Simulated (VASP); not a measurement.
Fe:

```
Fe
1.0
     0.00000    3.53100    3.53100
     1.76550    0.00000    1.76550
     1.76550    1.76550    0.00000
Fe
2
Direct
  0.00000 0.00000 0.00000
  0.50000 0.00000 0.00000
```

This isn't the form of Fe at room conditions, which is bcc.

Base run:

- Program: VASP 6.6.1
- Functional: PBEsol
- Potentials or basis: VASP PAW PBE potentials, release 64 (Fe)
- Cutoff: 600 eV
- k mesh: 6 × 11 × 11
- Occupations: fermi-dirac, width 0.1 eV
- Spin: collinear spin, antiferromagnetic start
- Starting moments: [4.0, -4.0] μB

Its results: band gap on the k mesh zero (filled and empty bands overlap); pressure -18.1 GPa.

Q: The run is repeated on the same cell with these changes: spin from collinear spin, antiferromagnetic start to no spin polarisation; further incar settings from ALGO = Normal; EDIFF = 1e-06; NBANDS = 19; ISYM = 0 to ALGO = Normal; EDIFF = 1e-06; NBANDS = 15; ISYM = 0. What comes out?

A: Band gap on the k mesh zero (bands 8 and 9 overlap by 1.56 eV); pressure -26.7 GPa.

Caveats: the cell stands under tension; the PAW data sets were made with another functional, which shifts forces and pressure a little.
